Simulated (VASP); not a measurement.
TiAl3, 4 atoms in the cell. The structure is tetragonal, space group P4/mmm (No. 123). The conventional cell has a = 3.948 Å, b = 3.948 Å, c = 3.790 Å, α = 90.00°, β = 90.00°, γ = 90.00°. Ti (site symmetry 4/mmm) has 12 Al at 2.74 to 2.79 Å within 3.6 Å. Within 3.6 Å of Al (site symmetry 4/mmm) lie 8 Al at 2.74 Å and 4 Ti at 2.79 Å. Al (site symmetry mmm) has 4 Ti at 2.74 Å and 8 Al at 2.74 to 2.79 Å within 3.6 Å.  This cell differs from its parent crystal: strain along c alone, the other axes held: -4.0 %.

```yaml
Program: VASP 6.6.1
Task: single point
Functional: PBEsol
Potentials_or_basis: VASP PAW PBE potentials, release 64 (Ti_sv, Al)
Cutoff: 520 eV
k_mesh: 14 × 14 × 14
Occupations: gaussian, width 0.1 eV
Spin: no spin polarisation
Dipole_correction: no
Further_INCAR_settings: ALGO = Fast; EDIFF = 1e-06; NBANDS = 18
```

Potentials or basis: VASP PAW PBE potentials, release 64 (Ti_sv, Al).

Run with:

```sh
$ cat potpaw_PBE.64/Ti_sv/POTCAR potpaw_PBE.64/Al/POTCAR > POTCAR
$ mpirun -np 1 vasp_std > vasp.out
```

Hardware: 1 thread of Intel(R) Xeon(R) 6975P-C (Granite Rapids), on a shared host.

Q: How long does it take, and how much memory?

A: Wall time 5.9 min on 1 thread of Intel(R) Xeon(R) 6975P-C (Granite Rapids) (shared host), peak memory 0.39 GiB. Counts: scf iterations 25, k points 288.
